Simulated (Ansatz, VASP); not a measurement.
Two plane-wave programs on Si

```
Si
1.0
     0.00000    2.71547    2.71547
     2.71547    0.00000    2.71547
     2.71547    2.71547    0.00000
Si
2
Direct
  0.50000 0.50000 0.50000
  0.75000 0.75000 0.75000
```

Alike in both runs: task single point; functional PBE; k mesh 6 × 6 × 6; occupations gaussian, width 0.1 eV; no spin polarisation.

|  | VASP | Ansatz |
| --- | --- | --- |
| version | VASP 6.6.1 | Ansatz 0.2.0 |
| potentials or method | VASP PAW PBE potentials, release 64 (Si), cutoff 500 eV | scalar-relativistic, plane waves, PAW |
| valence electrons in the cell | 8 | 8 |

|  | VASP | Ansatz | Ansatz less VASP |
| --- | --- | --- | --- |
| gap on the k mesh at the Fermi level (eV) | 0.71 | 0.71 | -0.002 |
| least direct gap on the mesh (eV) | 2.56 | 2.56 | -0.005 |
| pressure (GPa) | 2.0 | 2.1 | +0.08 |
